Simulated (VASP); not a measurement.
AlPtC4N4:

```
Al Pt C N
1.0
     5.83066    0.00000    0.00000
     0.00000    5.83066    0.00000
     0.00000    0.00000    5.83066
Al Pt C N
1 1 4 4
Direct
  0.50000 0.50000 0.50000
  0.00000 0.00000 0.00000
  0.18982 0.18982 0.18982
  0.18982 0.81018 0.81018
  0.81018 0.18982 0.81018
  0.81018 0.81018 0.18982
  0.30567 0.30567 0.30567
  0.30567 0.69433 0.69433
  0.69433 0.30567 0.69433
  0.69433 0.69433 0.30567
```

Base run:

- Program: VASP 6.6.1
- Functional: PBE
- Potentials or basis: VASP PAW PBE potentials, release 64 (Al, Pt_sv_GW, C, N)
- Cutoff: 700 eV
- k mesh: 4 × 4 × 4
- Occupations: gaussian, width 0.1 eV
- Spin: no spin polarisation

Its results: band gap on the k mesh zero (an odd number of electrons rules out a gap without spin polarisation); pressure 0.8 GPa; largest force 3.517 eV/Å.

Question: The run is repeated on the same cell with these changes: spin from no spin polarisation to collinear spin; further incar settings from ALGO = Normal; EDIFF = 1e-06; NBANDS = 40 to ALGO = Normal; EDIFF = 1e-06; NBANDS = 44. What comes out?

Answer: Band gap on the k mesh zero (filled and empty bands overlap); pressure 0.8 GPa; net moment 0.98 μB per cell; site moments Al -0.00; Pt +0.36; C +0.02; N +0.04 μB; largest force 3.474 eV/Å.

Caveats: spin-orbit coupling is left out, which moves the levels of the heavy elements; an odd number of electrons without spin polarisation forces a metal (at least some runs); a magnetic or distorted state may lie lower (at least some runs); forces of over 1 eV/Å act on the atoms, so gaps and moduli don't describe the material at rest (at least some runs).
